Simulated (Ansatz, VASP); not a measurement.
Two plane-wave programs on Ti2Al6H

INCAR

```
SYSTEM = Ti2Al6H
  PREC = Accurate
  ENCUT = 520
  EDIFF = 1E-6
  ISMEAR = 0
  SIGMA = 0.1
  LREAL = .FALSE.
  LASPH = .TRUE.
  NELM = 60
  ALGO = Normal
  ISIF = 2
  LWAVE = .FALSE.
  LCHARG = .TRUE.
  LDIPOL = .TRUE.
  IDIPOL = 3
  DIPOL = 0.5 0.5 0.313
  GGA = PE
  IVDW = 12
  LELF = .TRUE.
  LVHAR = .TRUE.
  LVACPOTAV = .TRUE.
  NBANDS = 32
```

The input KPOINTS:

```
regular mesh
0
G
  6 6 1
  0 0 0
```

The input POSCAR:

```
Ti2Al6H
1.0
    5.0241861184      0.0000000000      0.0000000000
    2.1588814492      4.5367033229      0.0000000000
    0.0000000000      0.0000000000     21.1187114590
Al Ti H
6 2 1
Direct
    0.5000000000      0.0000000000      0.1894054951
    0.0000000000      0.5000000000      0.1894054951
    0.0000000000      0.0000000000      0.2529248171
    0.0000000000      0.5000000000      0.3208670637
    0.5000000000      0.0000000000      0.3208670637
    0.5000000000      0.5000000000      0.3844321409
    0.5000000000      0.5000000000      0.2529248171
    0.0000000000      0.0000000000      0.3814982025
    0.6666666667      1.3333333333      0.5264862622
```

Input for Ansatz:

```yaml
crystal:
  lattice:
    - [5.0241861184, 0.0, 0.0]
    - [2.1588814492, 4.5367033229, 0.0]
    - [0.0, 0.0, 21.118711459]
  atoms:
    - { symbol: Al, position: [0.5, 0.0, 0.1894054951] }
    - { symbol: Al, position: [0.0, 0.5, 0.1894054951] }
    - { symbol: Ti, position: [0.5, 0.5, 0.2529248171] }
    - { symbol: Al, position: [0.0, 0.0, 0.2529248171] }
    - { symbol: Al, position: [0.0, 0.5, 0.3208670637] }
    - { symbol: Al, position: [0.5, 0.0, 0.3208670637] }
    - { symbol: Ti, position: [0.0, 0.0, 0.3814982025] }
    - { symbol: Al, position: [0.5, 0.5, 0.3844321409] }
    - { symbol: H, position: [0.6666666667, 1.3333333333, 0.5264862622] }
basis:
  ecutwfc: 420
kpoints:
  mp_grid: { grid: [6, 6, 1] }
hamiltonian:
  xc: pbe
  pseudopotentials: { kind: paw, azcp: { folder: soft_1 } }
  dispersion: d3bj
scf:
  occupations: { method: gaussian, width: 0.1 }
output:
  forces: true
  eigenvalues: true
efield:
  axis: 3
  dipole_correction: true
  ramp_width: 0.04
```

Alike in both runs: task single point; functional PBE; dispersion D3(BJ); k mesh 6 × 6 × 1; occupations gaussian, width 0.1 eV; no spin polarisation.

```csv
,VASP,Ansatz
version,VASP 6.6.1,Ansatz 0.2.0
potentials or method,"VASP PAW PBE potentials, release 64 (Al, Ti_sv, H), cutoff 520 eV","scalar-relativistic, plane waves, PAW"
valence electrons in the cell,43,43
```

Ansatz gave:

```
gap on the k mesh at the Fermi level (eV)  : none
rms of the force components (eV/Å)         : 0.348
work function, face that differs most (eV) : 4.17
```

**Question.** Which values does VASP return?

**Answer.** gap on the k mesh at the Fermi level (eV): none; rms of the force components (eV/Å): 0.348; work function, face that differs most (eV): 4.18.

A gap of «none» marks a metal or a gap that the smearing closes.
